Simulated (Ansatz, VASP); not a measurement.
One calculation of Ge2Bi2S, two programs

```
Ge Bi S
1.0
     3.95646    0.00000    0.00000
    -1.97823    3.42640    0.00000
     0.00000    0.00000    9.32843
Ge Bi S
2 2 1
Cartesian
  0.0000 2.2843 5.3332
  1.9782 1.1421 3.9952
  0.0000 2.2843 1.9475
  1.9782 1.1421 7.3809
  0.0000 0.0000 0.0000
```

Alike in both runs: functional PBE; k mesh 6 × 6 × 4; occupations gaussian, width 0.1 eV; no spin polarisation.

Ansatz relaxed the structure, and its values are those at the end. VASP's run is a single point on that final structure, the one shown.

|  | VASP | Ansatz |
| --- | --- | --- |
| version | VASP 6.6.1 | Ansatz 0.2.0 |
| potentials or method | VASP PAW PBE potentials, release 64 (Ge_d, Bi_d, S), cutoff 520 eV | scalar-relativistic, plane waves, PAW |
| valence electrons in the cell | 64 | 64 |

|  | VASP | Ansatz | Ansatz less VASP |
| --- | --- | --- | --- |
| gap on the k mesh at the Fermi level (eV) | none | none | - |
| pressure (GPa) | -0.2 | -0.1 | +0.04 |
| rms of the force components (eV/Å) | 0.013 | 0.013 | +0.0009 |

A gap of «none» marks a metal or a gap that the smearing closes.

Neither program's run includes spin-orbit coupling.
